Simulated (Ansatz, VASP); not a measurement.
## Os: VASP beside Ansatz

```
CELL_PARAMETERS angstrom
2.29675 0.00000 0.00000
0.00000 2.29675 0.00000
0.00000 0.00000 2.29675
ATOMIC_POSITIONS crystal
Os 0.00000 0.00000 0.00000
```

Change from the starting cell: volume scaled by 0.76, PAW files.

Alike in both runs: task single point; functional LDA; k mesh 17 × 17 × 17; occupations fermi-dirac, width 0.05 eV; no spin polarisation.

|  | VASP | Ansatz |
| --- | --- | --- |
| version | VASP 6.6.1 | Ansatz 0.2.0 |
| potentials or method | VASP PAW LDA potentials, release 64 (Os) | PAW with Ansatz's default frozen-core files, scalar-relativistic |
| plane-wave cutoff (eV) | 520 | 420 |
| valence electrons in the cell | 8 | 16 |

|  | VASP | Ansatz | Ansatz less VASP |
| --- | --- | --- | --- |
| pressure (GPa) | 158.9 | 157.5 | -1.37 |

LDA's correlation is that of Perdew and Zunger in VASP and of Perdew and Wang (1992) in Ansatz. Both programs put the cell under a high pressure, so it lies far from rest at this level. VASP's potentials hold 8 valence electrons a cell and Ansatz's 16, so a difference there can come from the potentials and not from the codes.

Spin-orbit coupling is off throughout. Noted on VASP's run: the cell as given lies far from equilibrium.
